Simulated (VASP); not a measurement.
# CO2 (P2_1/c) in VASP: notebook, part 2 of 2

VASP 6.6.1.

## 4. Single point, PBE (engineering shear strain xz -0.0750, normal strain along z -0.0100)

File INCAR:

```
PREC = Accurate
ENCUT = 520
EDIFF = 1E-6
ISMEAR = 0
SIGMA = 0.05
LREAL = False
LASPH = True
NELM = 80
ALGO = Normal
ISIF = 2
LWAVE = False
LCHARG = False
GGA = PE
NBANDS = 44
```

File KPOINTS:

```
regular mesh
0
Gamma
  4 4 4
```

File POSCAR:

```
CO2
1.0
    6.0577362522      0.0000000000     -0.2271651095
    0.0000000000      6.0577362522      0.0000000000
   -0.2271651095      0.0000000000      5.9971588897
C O
4 8
Direct
    0.0000000000      0.0000000000      0.0000000000
    0.5000000000      0.0000000000      0.5000000000
    0.5000000000      0.5000000000      0.0000000000
    0.0000000000      0.5000000000      0.5000000000
    0.1114834447      0.1114834447      0.1114834447
    0.3885165553      0.8885165553      0.6114834447
    0.6114834447      0.3885165553      0.8885165553
    0.8885165553      0.6114834447      0.3885165553
    0.8885165553      0.8885165553      0.8885165553
    0.6114834447      0.1114834447      0.3885165553
    0.3885165553      0.6114834447      0.1114834447
    0.1114834447      0.3885165553      0.6114834447
```

Potentials or basis: VASP PAW PBE potentials, release 64 (C, O).

Launch:

```sh
> cat potpaw_PBE.64/C/POTCAR potpaw_PBE.64/O/POTCAR > POTCAR
> mpirun -np 1 vasp_std > vasp.out
```

OUTCAR:

```text
PREC = Accurate
   ENCUT = 520
   EDIFF = 1E-6
   ISMEAR = 0
   LREAL = False
   LASPH = True
   NELM = 80
   ISIF = 2
   GGA = PE

 ion  position               nearest neighbor table
   1  0.000  0.000  0.000-   5 1.14   9 1.14
   2  0.500  0.000  0.500-   6 1.20  10 1.20
   3  0.500  0.500  0.000-   7 1.20  11 1.20
   4  0.000  0.500  0.500-   8 1.14  12 1.14
   5  0.111  0.111  0.111-   1 1.14
   6  0.389  0.889  0.611-   2 1.20
   7  0.611  0.389  0.889-   3 1.20
   8  0.889  0.611  0.389-   4 1.14
   9  0.889  0.889  0.889-   1 1.14
  10  0.611  0.111  0.389-   2 1.20
  11  0.389  0.611  0.111-   3 1.20
  12  0.111  0.389  0.611-   4 1.14

  LATTYP: Found a simple monoclinic cell.
 ALAT       =     6.0014597170
 B/A-ratio  =     1.0093771412
 C/A-ratio  =     1.0100866102
 COS(beta)  =    -0.0752718622

  Lattice vectors:

 A1 = (  -0.2271651095,   0.0000000000,   5.9971588897)
 A2 = (   0.0000000000,  -6.0577362522,   0.0000000000)
 A3 = (   6.0577362522,   0.0000000000,  -0.2271651095)

Analysis of symmetry for initial positions (statically):
=====================================================================
 Subroutine PRICEL returns:
 Original cell was already a primitive cell.

 Routine SETGRP: Setting up the symmetry group for a
 simple monoclinic supercell.

 Subroutine GETGRP returns: Found  4 space group operations
 (whereof  2 operations were pure point group operations)
 out of a pool of  4 trial point group operations.

The static configuration has the point symmetry S_2 .
 The point group associated with its full space group is C_2h.

Analysis of symmetry for dynamics (positions and initial velocities):
=====================================================================
 Subroutine PRICEL returns:
 Original cell was already a primitive cell.

 Routine SETGRP: Setting up the symmetry group for a
 simple monoclinic supercell.

 Subroutine GETGRP returns: Found  4 space group operations
 (whereof  2 operations were pure point group operations)
 out of a pool of  4 trial point group operations.

The dynamic configuration has the point symmetry S_2 .
 The point group associated with its full space group is C_2h.

 Subroutine INISYM returns: Found  4 space group operations
 (whereof  2 operations are pure point group operations),
 and found     1 'primitive' translations

----------------------------------------------------------------------------------------

                                     Primitive cell

  volume of cell :     219.7601

  direct lattice vectors                    reciprocal lattice vectors
     6.057736252  0.000000000 -0.227165109     0.165312987  0.000000000  0.006261856
     0.000000000  6.057736252  0.000000000     0.000000000  0.165078168  0.000000000
    -0.227165109  0.000000000  5.997158890     0.006261856  0.000000000  0.166982815

  length of vectors
     6.061994102  6.057736252  6.001459717     0.165431540  0.165078168  0.167100184

  position of ions in fractional coordinates (direct lattice)
     0.000000000  0.000000000  0.000000000
[... 57 lines left out ...]
  0.500000  0.000000  0.000000      1.000000
  0.000000  0.250000  0.000000      2.000000
  0.250000  0.250000  0.000000      4.000000
  0.500000  0.250000  0.000000      2.000000
[... 16 lines left out ...]
  0.250000  0.000000  0.500000      2.000000
  0.500000  0.000000  0.500000      1.000000
 [... further k-points ...]
   k-points           NKPTS =     30   k-points in BZ     NKDIM =     30   number of bands    NBANDS=     44
   number of dos      NEDOS =    301   number of ions     NIONS =     12
   total plane-waves  NPLWV = 110592
   dimension x,y,z NGX =    48 NGY =   48 NGZ =   48
   dimension x,y,z NGXF=    96 NGYF=   96 NGZF=   96
   ions per type =               4   8
   NGX,Y,Z   is equivalent  to a cutoff of  13.16, 13.17, 13.30 a.u.
   NGXF,Y,Z  is equivalent  to a cutoff of  26.33, 26.35, 26.59 a.u.
 SYSTEM =  unknown system
   PREC   = accura    normal or accurate (medium, high low for compatibility)
   ISTART =      0    job   : 0-new  1-cont  2-samecut
   ICHARG =      2    charge: 1-file 2-atom 10-const
   ISPIN  =      1    spin polarized calculation?
   LNONCOLLINEAR =      F non collinear calculations
   LSORBIT =      F    spin-orbit coupling
   LASPH  =      T    aspherical Exc in radial PAW
   ENCUT  =  520.0 eV  38.22 Ry    6.18 a.u.  11.27 11.26 11.16*2*pi/ulx,y,z
   NELM   =     80;   NELMIN=  2; NELMDL= -5     # of ELM steps
   EDIFF  = 0.1E-05   stopping-criterion for ELM
   LREAL  =      F    real-space projection
   EDIFFG = 0.1E-04   stopping-criterion for IOM
   NSW    =      0    number of steps for IOM
   IBRION =     -1    ionic relax: 0-MD 1-quasi-New 2-CG
   NFREE  =      0    steps in history (QN), initial steepest desc. (CG)
   ISIF   =      2    stress and relaxation
   ISYM   =      2    0-nonsym 1-usesym 2-fastsym
   POTIM  = 0.5000    time-step for ionic-motion
   TEBEG  =    0.0;   TEEND  =   0.0 temperature during run
   PSTRESS=    0.0 pullay stress
   NELECT =      64.0000    total number of electrons
   NUPDOWN=      -1.0000    fix difference up-down
   EMIN   =  10.00;   EMAX   =-10.00  energy-range for DOS
   EFERMI =   0.00;   METHOD = LEGACY
   ISMEAR =     0;   SIGMA  =   0.05  broadening in eV -4-tet -1-fermi 0-gaus
   EFERMI_NEDOS =   21; number of points for ismear=-14 and -15
   IALGO  =     38    algorithm
   IMIX   =      4    mixing-type and parameters
     AMIX     =   0.40;   BMIX     =  1.00
     AMIX_MAG =   1.60;   BMIX_MAG =  1.00
  volume/ion in A,a.u.               =      18.31       123.58
  Fermi-wavevector in a.u.,A,eV,Ry     =   1.085139  2.050614 16.021208  1.177526
  Thomas-Fermi vector in A             =   2.221245
   LORBIT       =      0    0 simple, 1 ext, 2 COOP (PROOUT), +10 PAW based schemes
   GGA     = PE    functional components
   LHFCALC =     F    Hartree Fock is set to
   AEXX    =    0.0000 exact exchange contribution
   IVDW    =     0    specifies the selected vdW correction
   LEPSILON=     F    determine dielectric tensor
   LRPA    =     F    only Hartree local field effects (RPA)
 non-spin polarized calculation
 Gauss-broadening in eV      SIGMA  =   0.05
  energy-cutoff  :      520.00
  volume of cell :      219.76
 maximum number of plane-waves:      5930
 NGX is ok and might be reduce to    48
   NGX = 23   NGY = 23   NGZ = 23

 number of electron      64.0000005 magnetization

 Free energy of the ion-electron system (eV)
  ---------------------------------------------------
  ext. energy  EPLUGINS =         0.00000000
  ---------------------------------------------------
  free energy    TOTEN  =       -91.86018411 eV

  energy without entropy =      -91.86018411  energy(sigma->0) =      -91.86018411

 E-fermi :  -4.4809     XC(G=0):  -6.9142

 val. band max:       -4.7639979134   @ k =   0.0000   0.0000   0.0000
 cond. band min:       1.8463632095   @ k =   0.0000   0.0000   0.0000
 fundamental gap:      6.6103611229
 Fermi energy:        -4.4808643675

 k-point     1 :       0.0000    0.0000    0.0000
  band No.  band energies     occupation
      1     -25.5313      2.00000
      2     -25.4893      2.00000
      3     -24.7846      2.00000
      4     -24.7361      2.00000
      5     -24.5274      2.00000
      6     -24.5153      2.00000
[... 1117 lines left out ...]
     43       4.6389      0.00000
     44       4.6389      0.00000

 [... further k-points ...]
[... 5 lines left out ...]
  --------------------------------------------------------------------------------------
  -------------------------------------------------------------------------------------
  Total        3.4898059      4.1933969      3.4215883      0.0000000      0.0000000      9.9535731
  in kB       25.4426832     30.5722647     24.9453382      0.0000000      0.0000000     72.5672474
  external PRESSURE =      26.9867620 kB  Pullay stress =       0.0000000 kB

 VOLUME and BASIS-vectors are now :
 -----------------------------------------------------------------------------
  energy-cutoff  :      520.00
  volume of cell :      219.76
      direct lattice vectors                 reciprocal lattice vectors
     6.057736252  0.000000000 -0.227165109     0.165312987  0.000000000  0.006261856
     0.000000000  6.057736252  0.000000000     0.000000000  0.165078168  0.000000000
    -0.227165109  0.000000000  5.997158890     0.006261856  0.000000000  0.166982815

 POSITION                                       TOTAL-FORCE (eV/Angst)
 -----------------------------------------------------------------------------------
      0.00000      0.00000      0.00000         0.000000     -0.000000      0.000000
      2.91529      0.00000      2.88500        -0.000000     -0.000000      0.000000
      3.02887      3.02887     -0.11358        -0.000000     -0.000000      0.000000
     -0.11358      3.02887      2.99858        -0.000000     -0.000000      0.000000
      0.65001      0.67534      0.64326         2.606209      2.714311      2.598270
      2.21462      5.38240      3.57891         1.081911      1.050867     -1.091980
      3.50237      2.35353      5.18967        -1.081911      1.050867      1.091980
      5.29414      3.70421      2.12816        -2.606209      2.714311     -2.598270
      5.18056      5.38240      5.12673        -2.606209     -2.714311     -2.598270
      3.61595      0.67534      2.19109        -1.081911     -1.050867      1.091980
      2.32821      3.70421      0.58033         1.081911     -1.050867     -1.091980
      0.53643      2.35353      3.64184         2.606209     -2.714311      2.598270
 -----------------------------------------------------------------------------------
    total drift:                               -0.000000      0.000000      0.000000

  FREE ENERGIE OF THE ION-ELECTRON SYSTEM (eV)
  ---------------------------------------------------
  free  energy   TOTEN  =       -91.8601841131 eV

  energy  without entropy=      -91.8601841131  energy(sigma->0) =      -91.86018411
```

It took 2 min on 1 thread of Intel Xeon 6975P-C (Granite Rapids), shared host; peak memory 0.42 GiB.

What came out:

```yaml
Free_energy: -91.8602 eV
Pressure: 2.7 GPa
Largest_force: 4.573 eV/Å
Band_gap_on_the_k_mesh: 6.61 eV
```

Forces on the atoms (eV/Å):
```
C    0.000  0.000  0.000
C    0.000  0.000  0.000
C    0.000  0.000  0.000
C    0.000  0.000  0.000
O    2.606  2.714  2.598
O    1.082  1.051 -1.092
O   -1.082  1.051  1.092
O   -2.606  2.714 -2.598
O   -2.606 -2.714 -2.598
O   -1.082 -1.051  1.092
O    1.082 -1.051 -1.092
O    2.606 -2.714  2.598
```

Stress tensor (GPa, compression positive):
```
2.54 0.00 7.26
0.00 3.06 0.00
7.26 0.00 2.49
```

Caveat: the cell differs from its parent crystal (engineering shear strain xz -0.0750, normal strain along z -0.0100); this functional lacks dispersion, which holds the molecules together, so the pressure and a relaxed volume are unreliable; forces of over 1 eV/Å act on the atoms, so gaps and moduli don't describe the material at rest.

## 5. Overview

| cell | gap on the mesh (eV) | pressure (GPa) | largest force (eV/Å) |
| --- | --- | --- | --- |
| a = 6.126, b = 6.058, c = 6.185 Å, angles 90.0, 107.0, 90.0°, 12 atoms | 6.06 | 8.5 | 17.86 |
| a = 6.096, b = 6.058 Å, angles 90.0, 102.8, 90.0°, 12 atoms | 6.32 | 5.9 | 13.00 |
| a = 6.062, b = 6.058, c = 6.001 Å, angles 90.0, 94.3, 90.0°, 12 atoms | 6.61 | 2.7 | 4.57 |

Alike in all rows: task single point; level PBE; potentials or basis VASP PAW PBE potentials, release 64 (C, O); no spin polarisation; k mesh 4 × 4 × 4; cutoff (eV) 520; smearing gaussian 0.05 eV.

Caveats: this functional lacks dispersion, which holds the molecules together, so the pressure and a relaxed volume are unreliable; forces of over 1 eV/Å act on the atoms, so gaps and moduli don't describe the material at rest; the stress differs along the axes, from 6 to 14 GPa (at least some runs); the cell stands under pressure (at least some runs).

Absolute energies hang on the potentials; compare differences alone.
